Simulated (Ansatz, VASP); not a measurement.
Two plane-wave programs on KBr

```
CELL_PARAMETERS angstrom
0.00000 3.61453 3.82323
3.61453 0.00000 3.82323
3.61453 3.61453 0.00000
ATOMIC_POSITIONS crystal
K 0.00000 0.00000 0.00000
Br 0.25000 0.25000 0.25000
```

Change from the starting cell: epitaxial_xy strain -2.0%.

Alike in both runs: task single point; functional HSE06; k mesh 4 × 4 × 4; no spin polarisation.

```csv
,VASP,Ansatz
version,VASP 6.6.1,Ansatz 0.2.0
potentials or method,"VASP PAW PBE potentials, release 64 (K_sv, Br)","plane waves, PAW"
plane-wave cutoff (eV),520,420
occupations,"gaussian, width 0.01 eV",fixed
valence electrons in the cell,16,16
```

Ansatz gave:

* gap on the k mesh at the Fermi level (eV): 5.37
* pressure (GPa): 0.2

Task: Estimate VASP's values.

Result: gap on the k mesh at the Fermi level (eV): 5.36; pressure (GPa): 0.2.

Ansatz's warnings: stress exchange threshold loose, stress scf threshold loose, xc potential rough in thin density.
